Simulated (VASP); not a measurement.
A run of VASP 6.6.1 is set up as follows.

INCAR

```
SYSTEM = Al2As5
  ALGO = Normal
  EDIFF = 1E-6
  EDIFFG = -0.08
  ENCUT = 600
  GGA = PE
  IBRION = 2
  ISIF = 3
  ISMEAR = 0
  LASPH = .TRUE.
  LCHARG = .FALSE.
  LREAL = .FALSE.
  LWAVE = .FALSE.
  NELM = 100
  NSW = 36
  PREC = Accurate
  SIGMA = 0.2
```

The input KPOINTS:

```
k-points
0
G
  5 5 1
  0 0 0
```

File POSCAR:

```
Al2As5
1.0
    3.9000000000      0.0000000000      0.0000000000
   -1.9500000000      3.3774990700      0.0000000000
    0.0000000000      0.0000000000     23.0000000000
Al As
4 10
Direct
    0.0000000000      0.0000000000      0.4265000000
    0.6666666700      0.3333333300      0.2840000000
    0.3333333300      0.6666666700      0.1420000000
    0.0000000000      0.0000000000      0.0000000000
    0.3333333300      0.6666666700      0.4620000000
    0.0000000000      0.0000000000      0.3200000000
    0.6666666700      0.3333333300      0.1775000000
    0.3333333300      0.6666666700      0.0355000000
    0.0000000000      0.0000000000      0.8940000000
    0.3333333300      0.6666666700      0.8380000000
    0.3333333300      0.6666666700      0.6950000000
    0.6666666700      0.3333333300      0.7510000000
    0.6666666700      0.3333333300      0.5520000000
    0.0000000000      0.0000000000      0.6080000000
```

Potentials or basis: VASP PAW PBE potentials, release 64 (Al, As).

Launch:

```console
$ cat potpaw_PBE.64/Al/POTCAR potpaw_PBE.64/As/POTCAR > POTCAR
$ mpirun -np 1 vasp_std > vasp.out
```

(1) Estimate the relaxed volume.

(2) Estimate the space group after relaxing (to 0.05 Å).

Results:

(1) 23.11 Å³/atom.

(2) P3m1 (No. 156).
